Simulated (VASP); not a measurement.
Crystal: Zr.

```
CELL_PARAMETERS angstrom
0.00000 2.99433 2.99433
2.99433 0.00000 2.99433
2.99433 2.99433 0.00000
ATOMIC_POSITIONS crystal
Zr 0.50000 0.50000 0.50000
Zr 0.75000 0.75000 0.75000
```

This isn't the form of Zr at room conditions, which is hcp.

| Item | Value |
| --- | --- |
| Program | VASP 6.6.1 |
| Task | relaxation of cell and atoms |
| Functional | PBEsol |
| Potentials or basis | VASP PAW PBE potentials, release 64 (Zr_sv) |
| Cutoff | 500 eV |
| k mesh | 6 × 6 × 6 |
| Occupations | gaussian, width 0.1 eV |
| Spin | no spin polarisation |

At the start: pressure 4.5 GPa; volume 26.85 Å³/atom.

Q: How do energy, volume and symmetry change on relaxing?

A: Over 3 steps the energy falls by 29.3 meV/atom and the volume is 29.03 Å³/atom (+8.1 %); space group Fd-3m (No. 227, to 0.1 Å) before and after.

The path:
```tsv
step	energy change (eV)	largest force (eV/Å)	pressure (GPa)	volume (Å³)
1	0.0000	0.0000	4.52	53.69
2	-0.0504	0.0000	-1.41	59.80
3	-0.0586	0.0000	-0.04	58.06
```

Final structure:
```xyz
2
Lattice="0.0000 3.0733 3.0733 3.0733 0.0000 3.0733 3.0733 3.0733 0.0000" Properties=species:S:1:pos:R:3 pbc="T T T"
Zr    3.0733    3.0733    3.0733
Zr    4.6099    4.6099    4.6099
```

Caveat: the PAW data sets were made with another functional, which shifts forces and pressure a little.
